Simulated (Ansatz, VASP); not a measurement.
## One calculation of Cs3Hf, two programs

```
CELL_PARAMETERS angstrom
5.34154 0.00000 0.00000
0.00000 5.34154 0.00000
0.00000 0.00000 5.34154
ATOMIC_POSITIONS crystal
Cs 0.00000 0.50000 0.50000
Cs 0.50000 0.00000 0.50000
Cs 0.50000 0.50000 0.00000
Hf 0.00000 0.00000 0.00000
```

Alike in both runs: task relaxation of cell and atoms; functional PBE; k mesh 4 × 4 × 4; occupations gaussian, width 0.1 eV; no spin polarisation.

|  | VASP | Ansatz |
| --- | --- | --- |
| version | VASP 6.6.1 | Ansatz 0.2.0 |
| potentials or method | VASP PAW PBE potentials, release 64 (Cs_sv, Hf_pv), cutoff 600 eV | scalar-relativistic, plane waves, PAW |
| valence electrons in the cell | 37 | 53 |

|  | VASP | Ansatz | Ansatz less VASP |
| --- | --- | --- | --- |
| gap on the k mesh at the Fermi level, each at its own relaxed structure (eV) | none | none | - |
| relaxed volume (Å³/atom) | 63.84 | 58.98 | -4.860 |
| relaxed length of the cell vector where the two differ most in proportion (Å) | 6.344 | 6.179 | -0.1653 |

A gap of «none» marks a metal or a gap that the smearing closes. One of these differences is far larger than is usual between the two programs; its cause wasn't traced. VASP's potentials hold 37 valence electrons a cell and Ansatz's 53, so a difference there can come from the potentials and not from the codes.

Neither program's run includes spin-orbit coupling. Noted on VASP's run: the volume moved by over 15 % at a fixed basis, so the end points are rough; too few bands were computed for a metal, which touches its energy and stress.
